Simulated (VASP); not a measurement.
**Ag: relaxation of cell and atoms with PBE**

Ag:

```
Ag
1.0
     3.98597    0.00000    0.00000
     0.00000    3.98597    0.00000
     0.00000    0.00000    3.98597
Ag
3
Cartesian
  1.9930 0.0000 0.0000
  0.0000 1.9930 0.0000
  0.0000 0.0000 1.9930
```

The cell was built from a structure type or drawn by symmetry, and may not be a known phase.

```
Program                : VASP 6.6.1
Task                   : relaxation of cell and atoms
Functional             : PBE
Potentials or basis    : VASP PAW PBE potentials, release 64 (Ag)
Cutoff                 : 600 eV
k mesh                 : 12 × 12 × 12
Occupations            : gaussian, width 0.1 eV
Spin                   : no spin polarisation
Dipole correction      : no
Further INCAR settings : ALGO = Fast; EDIFF = 1e-06; IBRION = 2; EDIFFG = -0.01; NSW = 100; ISIF = 3
```

The relaxed volume is 21.23 Å³/atom, the relaxed cell is a = 3.994 Å, b = 3.994 Å, c = 3.994 Å, α = 90.00°, β = 90.00°, γ = 90.00° and the space group after relaxing (to 0.1 Å) is Pm-3m (No. 221). The energy gained by relaxing is 0.1 meV/atom, the ionic steps are 2 and the pressure after relaxing is 0.0 GPa. The band gap on the k mesh is zero (an odd number of electrons rules out a gap without spin polarisation).

Step by step:
| step | energy change (eV) | largest force (eV/Å) | pressure (GPa) | volume (Å³) |
| --- | --- | --- | --- | --- |
| 1 | 0.0000 | 0.0000 | 0.30 | 63.33 |
| 2 | -0.0002 | 0.0000 | 0.04 | 63.69 |

Final structure:
```xyz
3
Lattice="3.9936 0.0000 0.0000 0.0000 3.9936 0.0000 0.0000 0.0000 3.9936" Properties=species:S:1:pos:R:3 pbc="T T T"
Ag    1.9968    0.0000    0.0000
Ag    0.0000    1.9968    0.0000
Ag    0.0000    0.0000    1.9968
```

Levels at points of the mesh, in eV from the Fermi level:
| k point | band 14 | band 15 | band 16 | band 17 | band 18 | band 19 |
| --- | --- | --- | --- | --- | --- | --- |
| (0.00, 0.00, 0.00) | -2.42 | -2.42 | -2.42 | 3.20 | 3.20 | 3.20 |
| (0.50, 0.00, 0.00) | -3.10 | -3.07 | -2.91 | -2.42 | 6.21 | 6.21 |
| (0.50, 0.50, 0.00) | -3.54 | -3.34 | -1.49 | 0.63 | 0.63 | 0.95 |
| (0.50, 0.50, 0.50) | -2.64 | -2.64 | -0.15 | 1.56 | 1.56 | 1.56 |

Run time: 79 s on 1 thread of Intel(R) Xeon(R) 6975P-C (Granite Rapids) (shared host), peak memory 0.25 GiB.
